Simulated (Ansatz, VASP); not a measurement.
# One calculation of TlBr, two programs

```
Tl Br
1.0
     3.97000    0.00000    0.00000
     0.00000    3.97000    0.00000
     0.00000    0.00000    3.97000
Tl Br
1 1
Direct
  0.00000 0.00000 0.00000
  0.50000 0.50000 0.50000
```

Alike in both runs: task electric field gradients; functional LDA; k mesh 8 × 8 × 8; occupations fermi-dirac, width 0.03 eV; no spin polarisation.

|  | VASP | Ansatz |
| --- | --- | --- |
| version | VASP 6.6.1 | Ansatz 0.2.0 |
| potentials or method | VASP PAW LDA potentials, release 64 (Tl_d, Br) | PAW with Ansatz's default frozen-core files, scalar-relativistic |
| plane-wave cutoff (eV) | 400 | 420 |
| valence electrons in the cell | 20 | 20 |

|  | VASP | Ansatz | Ansatz less VASP |
| --- | --- | --- | --- |
| gap on the k mesh at the Fermi level (eV) | 1.63 | 1.65 | +0.020 |
| pressure (GPa) | -2.6 | -2.6 | +0.02 |

LDA's correlation is that of Perdew and Zunger in VASP and of Perdew and Wang (1992) in Ansatz.

Neither program's run includes spin-orbit coupling.
